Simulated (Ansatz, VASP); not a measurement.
# One calculation of Li2Se, two programs

```
CELL_PARAMETERS angstrom
0.00000 3.00250 3.00250
3.00250 0.00000 3.00250
3.00250 3.00250 0.00000
ATOMIC_POSITIONS crystal
Li 0.25000 0.25000 0.25000
Li 0.75000 0.75000 0.75000
Se 0.00000 0.00000 0.00000
```

Alike in both runs: task single point; functional PBE; k mesh 10 × 10 × 10; occupations gaussian, width 0.05 eV; no spin polarisation.

|  | VASP | Ansatz |
| --- | --- | --- |
| version | VASP 6.6.1 | Ansatz 0.2.0 |
| potentials or method | VASP PAW PBE potentials, release 64 (Li_sv, Se), cutoff 750 eV | scalar-relativistic, plane waves, PAW |
| valence electrons in the cell | 12 | 22 |

```csv
,VASP,Ansatz,Ansatz less VASP
gap on the k mesh at the Fermi level (eV),2.98,2.98,+0.006
least direct gap on the mesh (eV),3.38,3.38,-0.003
pressure (GPa),0.0,0.0,+0.06
```

The functional is the same, so the differences come from potentials, cutoffs and numerics. VASP's potentials hold 12 valence electrons a cell and Ansatz's 22, so a difference there can come from the potentials and not from the codes.
